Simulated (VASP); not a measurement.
Set up this calculation in VASP 6.6.1, as the native input.

```
Task                   : relaxation of cell and atoms
Functional             : PBE
Potentials or basis    : VASP PAW PBE potentials, release 64 (Pb_d)
Cutoff                 : 600 eV
k mesh                 : 14 × 14 × 14
Occupations            : fermi-dirac, width 0.1 eV
Spin                   : no spin polarisation
Target pressure        : 17 GPa
Dipole correction      : no
Further INCAR settings : ALGO = Normal; EDIFF = 1e-06; IBRION = 2; EDIFFG = -0.005; NSW = 60; ISIF = 3
```

The structure of Pb lies in POSCAR:

```
Pb
1.0
   -2.8599358263      2.8599358263      1.5729647045
    2.8599358263     -2.8599358263      1.5729647045
    2.8599358263      2.8599358263     -1.5729647045
Pb
2
Direct
   -0.3750000000     -0.1250000000     -0.2500000000
    0.3750000000      0.1250000000      0.2500000000
```

One way to write it, as run:

INCAR

```
PREC = Accurate
ENCUT = 600
EDIFF = 1E-6
ISMEAR = -1
SIGMA = 0.1
LREAL = False
LASPH = True
NELM = 60
ALGO = Normal
ISIF = 3
LWAVE = False
LCHARG = False
GGA = PE
IBRION = 2
NSW = 60
EDIFFG = -0.005
PSTRESS = 170.0
```

KPOINTS

```
Automatic mesh
0
Gamma
  14 14 14
```

Potentials or basis: VASP PAW PBE potentials, release 64 (Pb_d).

Command:

```bash
$ cat potpaw_PBE.64/Pb_d/POTCAR > POTCAR
$ mpirun -np 1 vasp_std > vasp.out
```

It gave:

- Relaxed volume: 25.94 Å³/atom
- Relaxed cell: a = 4.377 Å, b = 4.377 Å, c = 4.377 Å, α = 97.18°, β = 97.18°, γ = 138.60°
- Space group after relaxing (to 0.1 Å): I4_1/amd (No. 141)
- Energy change on relaxing (the run minimises the enthalpy): -27.3 meV/atom
- Ionic steps: 5
- Pressure after relaxing: 17.0 GPa
- Band gap on the k mesh: zero (bands 14 and 15 overlap by 4.04 eV)

Caveat: the cell is relaxed towards a set pressure, so the run minimises the enthalpy, not the energy; spin-orbit coupling is left out, which moves the levels of the heavy elements.

Wall time 5.9 min on 1 thread of Intel(R) Xeon(R) 6975P-C (Granite Rapids), on a shared host, peak memory 0.38 GiB.
